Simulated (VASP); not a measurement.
Runs of VASP 6.6.1 on Al3Cu. The structure is that of space group P4/mmm (No. 123), or close to it. The cells are those of the table. 

```tsv
cell	gap on the mesh (eV)	pressure (GPa)	largest force (eV/Å)
a = 2.815, b = 2.815, c = 7.612 Å, 4 atoms	none	-2.6	0.24
a = 2.760, b = 2.760, c = 7.463 Å, 4 atoms	none	(a)	0.16
a = 2.778, b = 2.778, c = 7.513 Å, 4 atoms	none	1.3	(c)
a = 2.741, b = 2.741, c = 7.412 Å, 4 atoms	none	6.1	0.13
a = 2.797, b = 2.797, c = 7.563 Å, 4 atoms	none	-0.8	0.21
a = 2.722, b = 2.722, c = 7.360 Å, 4 atoms	none	9.2	0.09
a = 2.833, b = 2.833, c = 7.661 Å, 4 atoms	none	(b)	0.26
```

Alike in all rows: task single point; level PBEsol; potentials or basis VASP PAW PBE potentials, release 64 (Cu, Al); no spin polarisation; k mesh 10 × 10 × 4; cutoff (eV) 520; smearing fermi-dirac 0.05 eV.

Q: Estimate the missing entries.

A: (a) 3.8; (b) -4.0; (c) 0.19.

Caveats: the PAW data sets were made with another functional, which shifts forces and pressure a little.

A gap of «none» marks levels without a gap at the run's occupations.
